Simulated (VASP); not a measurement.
# RbBr (Fm-3m) in VASP: vibrations by perturbation theory with PBEsol

Aim: the vibrations by perturbation theory of RbBr with PBEsol.

Everything below comes from runs of VASP 6.6.1. Logs are shortened: lines on timing, memory, paths and dates and some standing lists are left out, and cuts for length are marked.

**1. The cell of the first run**

It takes space group Fm-3m (No. 225, cubic). The conventional cell has a = 5.588 Å, b = 5.588 Å, c = 5.588 Å, α = 90.00°, β = 90.00°, γ = 90.00°. Within 3.7 Å of Rb (site symmetry m-3m) lie 6 Br at 2.79 Å. Within 3.7 Å of Br (site symmetry m-3m) lie 6 Rb at 2.79 Å.

**2. Vibrations by perturbation theory, PBEsol**

Input file INCAR:

```
SYSTEM = RbBr
ALGO = Normal
EDIFF = 1E-8
ENCUT = 520
GGA = PS
IBRION = 8
ISIF = 2
ISMEAR = 0
LASPH = .True.
LCHARG = .False.
LEPSILON = .True.
LREAL = .False.
LWAVE = .False.
NELM = 100
NSW = 1
PREC = Accurate
SIGMA = 0.01
```

Input file KPOINTS:

```
k-points
0
Gamma
  8 8 8
  0 0 0
```

Input file POSCAR:

```
RbBr
1.0
    0.0000000000      2.7940500064      2.7940500064
    2.7940500064      0.0000000000      2.7940500064
    2.7940500064      2.7940500064      0.0000000000
Rb Br
1 1
Direct
    0.0000000000      0.0000000000      0.0000000000
    0.5000000000      0.5000000000      0.5000000000
```

Potentials or basis: VASP PAW PBE potentials, release 64 (Rb_sv, Br).

The run is started by

```
$ cat potpaw_PBE.64/Rb_sv/POTCAR potpaw_PBE.64/Br/POTCAR > POTCAR
$ mpirun -np 1 vasp_std > vasp.out
```

OUTCAR:

```text
SYSTEM = RbBr
   EDIFF = 1E-8
   ENCUT = 520
   GGA = PS
   IBRION = 8
   ISIF = 2
   ISMEAR = 0
   LASPH = .True.
   LEPSILON = .True.
   LREAL = .False.
   NELM = 100
   NSW = 1
   PREC = Accurate

 ion  position               nearest neighbor table
   1  0.000  0.000  0.000-   2 2.79   2 2.79   2 2.79   2 2.79   2 2.79   2 2.79
   2  0.500  0.500  0.500-   1 2.79   1 2.79   1 2.79   1 2.79   1 2.79   1 2.79

  LATTYP: Found a face centered cubic cell.
 ALAT       =     5.5881000128

  Lattice vectors:

 A1 = (   0.0000000000,   2.7940500064,   2.7940500064)
 A2 = (   2.7940500064,   0.0000000000,   2.7940500064)
 A3 = (   2.7940500064,   2.7940500064,   0.0000000000)

Analysis of symmetry for initial positions (statically):
=====================================================================
 Subroutine PRICEL returns:
 Original cell was already a primitive cell.

 Routine SETGRP: Setting up the symmetry group for a
 face centered cubic supercell.

 Subroutine GETGRP returns: Found 48 space group operations
 (whereof 48 operations were pure point group operations)
 out of a pool of 48 trial point group operations.

The static configuration has the point symmetry O_h .

Analysis of symmetry for dynamics (positions and initial velocities):
=====================================================================
 Subroutine PRICEL returns:
 Original cell was already a primitive cell.

 Routine SETGRP: Setting up the symmetry group for a
 face centered cubic supercell.

 Subroutine GETGRP returns: Found 48 space group operations
 (whereof 48 operations were pure point group operations)
 out of a pool of 48 trial point group operations.

The dynamic configuration has the point symmetry O_h .

 Subroutine INISYM returns: Found 48 space group operations
 (whereof 48 operations are pure point group operations),
[... 593 lines left out ...]
    -0.01505 -0.00000  0.00000
    -0.00000  0.00185  0.00000
     0.00000  0.00000  0.00185

 MACROSCOPIC STATIC DIELECTRIC TENSOR (including local field effects in DFT)
 ------------------------------------------------------
           3.891100     0.000000     0.000000
           0.000000     3.891100     0.000000
           0.000000     0.000000     3.891100
 ------------------------------------------------------

 PIEZOELECTRIC TENSOR (including local field effects)  for field in x, y, z        (e  Angst)
          XX          YY          ZZ          XY          YZ          ZX
  --------------------------------------------------------------------------------
  x     0.00000     0.00000     0.00000     0.00000     0.00000     0.00000
  y     0.00000     0.00000     0.00000     0.00000     0.00000     0.00000
  z     0.00000     0.00000     0.00000     0.00000     0.00000     0.00000

 PIEZOELECTRIC TENSOR (including local field effects)  for field in x, y, z        (C/m^2)
          XX          YY          ZZ          XY          YZ          ZX
  --------------------------------------------------------------------------------
  x     0.00000     0.00000     0.00000     0.00000     0.00000     0.00000
  y     0.00000     0.00000     0.00000     0.00000     0.00000     0.00000
  z     0.00000     0.00000     0.00000     0.00000     0.00000     0.00000

 BORN EFFECTIVE CHARGES (including local field effects) (in |e|, cummulative output)
 ---------------------------------------------------------------------------------
 ion    1
    1     1.13490     0.00000     0.00000
    2     0.00000     1.13490     0.00000
    3     0.00000     0.00000     1.13490
 ion    2
    1    -1.13490     0.00000     0.00000
    2     0.00000    -1.13490     0.00000
    3     0.00000     0.00000    -1.13490

 INTERNAL STRAIN TENSOR FOR ION    2 for displacements in x,y,z  (eV/Angst):
          X           Y           Z          XY          YZ          ZX
  --------------------------------------------------------------------------------
  x     0.00000     0.00000     0.00000     0.00000     0.00000     0.00000
  y     0.00000     0.00000     0.00000     0.00000     0.00000     0.00000
  z     0.00000     0.00000     0.00000     0.00000     0.00000     0.00000

 SECOND DERIVATIVES (NOT SYMMETRIZED)
 ------------------------------------
               1X          1Y          1Z          2X          2Y          2Z
  1X    -9.072252    0.000000    0.000000    9.072252    0.000000    0.000000
  1Y     0.000000   -9.072252    0.000000    0.000000    9.072252    0.000000
  1Z     0.000000    0.000000   -9.072252    0.000000    0.000000    9.072252
  2X     9.083158    0.000000    0.000000   -9.083158    0.000000    0.000000
  2Y     0.000000    9.083158    0.000000    0.000000   -9.083158    0.000000
  2Z     0.000000    0.000000    9.083158    0.000000    0.000000   -9.083158

 Eigenvectors and eigenvalues of the dynamical matrix
 ----------------------------------------------------

   1 f  =    7.329733 THz    46.054068 2PiTHz  244.493563 cm-1    30.313325 meV
             X         Y         Z           dx          dy          dz
      0.000000  0.000000  0.000000     0.000000    0.694894    0.000000
      2.794050  2.794050  2.794050     0.000000   -0.719112    0.000000
[... 21 lines left out ...]
   6 f/i=    0.002200 THz     0.013824 2PiTHz    0.073390 cm-1     0.009099 meV
             X         Y         Z           dx          dy          dz
      0.000000  0.000000  0.000000     0.000000    0.000000    0.719112
      2.794050  2.794050  2.794050     0.000000    0.000000    0.694894

--------------------------------------------------------------------------------------------------------

 MACROSCOPIC STATIC DIELECTRIC TENSOR IONIC CONTRIBUTION
 ------------------------------------------------------
           0.588534     0.000000     0.000000
           0.000000     0.588534     0.000000
           0.000000     0.000000     0.588534
 ------------------------------------------------------

 ELASTIC MODULI CONTR FROM IONIC RELAXATION (kBar)
 Direction    XX          YY          ZZ          XY          YZ          ZX
 --------------------------------------------------------------------------------
 XX           0.0000      0.0000      0.0000      0.0000      0.0000      0.0000
 YY           0.0000      0.0000      0.0000      0.0000      0.0000      0.0000
 ZZ           0.0000      0.0000      0.0000      0.0000      0.0000      0.0000
 XY           0.0000      0.0000      0.0000      0.0000      0.0000      0.0000
 YZ           0.0000      0.0000      0.0000      0.0000      0.0000      0.0000
 ZX           0.0000      0.0000      0.0000      0.0000      0.0000      0.0000
 --------------------------------------------------------------------------------

 PIEZOELECTRIC TENSOR IONIC CONTR  for field in x, y, z        (C/m^2)
          XX          YY          ZZ          XY          YZ          ZX
  --------------------------------------------------------------------------------
  x     0.00000     0.00000     0.00000     0.00000     0.00000     0.00000
  y     0.00000     0.00000     0.00000     0.00000     0.00000     0.00000
  z     0.00000     0.00000     0.00000     0.00000     0.00000     0.00000
```

OSZICAR:

```text
N       E                     dE             d eps       ncg     rms          rms(c)
DAV:   1     0.880750346827E+02    0.88075E+02   -0.79194E+03   696   0.125E+03
DAV:   2     0.180714506218E+00   -0.87894E+02   -0.79590E+02  1024   0.206E+02
DAV:   3    -0.397393020973E+01   -0.41546E+01   -0.41251E+01   884   0.481E+01
DAV:   4    -0.404623293496E+01   -0.72303E-01   -0.72259E-01  1008   0.622E+00
[... 219 lines left out ...]
RMM:  12    -0.141906364048E+00   -0.15291E-07   -0.13718E-07  3278   0.585E-05    0.261E-06
RMM:  13    -0.141906361848E+00    0.21995E-08    0.17543E-07  3182   0.472E-05    0.102E-06
RMM:  14    -0.141906360246E+00    0.16019E-08    0.10223E-07  2553   0.429E-05    0.214E-07
RMM:  15    -0.141906361737E+00   -0.14910E-08    0.13213E-07  2038   0.420E-05    0.415E-07
RMM:  16    -0.141906361676E+00    0.61744E-10    0.12230E-07  1703   0.417E-05    0.174E-07
RMM:  17    -0.141906361373E+00    0.30245E-09    0.12793E-07  1633   0.417E-05    0.182E-08
 Linear response finished
```

stdout:

```text
POSCAR found type information on POSCAR RbBr
 POSCAR found :  2 types and       2 ions
 scaLAPACK will be used
 -----------------------------------------------------------------------------
|                                                                             |
|                                                                             |
|     You enforced a specific xc type in the INCAR file but a different       |
[... 39 lines left out ...]
 force on displaced ion       1 direction 1 :  -9.072   0.000   0.000
 Born effective charge ion    1 direction 1 :   1.135   0.000   0.000
 Linear response progress:
 first order change of Fermi-energy   0.21505E-01
 force on displaced ion       2 direction 1 :  -9.083   0.000   0.000
 Born effective charge ion    2 direction 1 :  -1.135   0.000   0.000
 Born effective charges drift removed
 Linear response finished
```

Run time: 11 min. Hardware: 1 thread of Intel Xeon 8259CL, shared host; peak memory 0.25 GiB.

What came out:

* Electronic dielectric tensor (diagonal): 3.89
* Born charges (mean of the diagonal): Rb +1.13; Br -1.13 e
* Highest phonon frequency at Γ, LO-TO splitting left out: 244 cm⁻¹

Phonon frequencies in cm⁻¹ (negative: imaginary):
| q point | frequencies |
| --- | --- |
| (0.000, 0.000, 0.000) | 0 0 0 244 244 244 |

Electronic dielectric tensor:
```
3.89 0.00 0.00
0.00 3.89 0.00
0.00 0.00 3.89
```

Born effective charge tensors (e):
atom 1, Rb
```
1.13 0.00 0.00
0.00 1.13 0.00
0.00 0.00 1.13
```
atom 2, Br
```
-1.13  0.00  0.00
 0.00 -1.13  0.00
 0.00  0.00 -1.13
```

Caveat: the cell stands under pressure or tension, which shifts response properties.
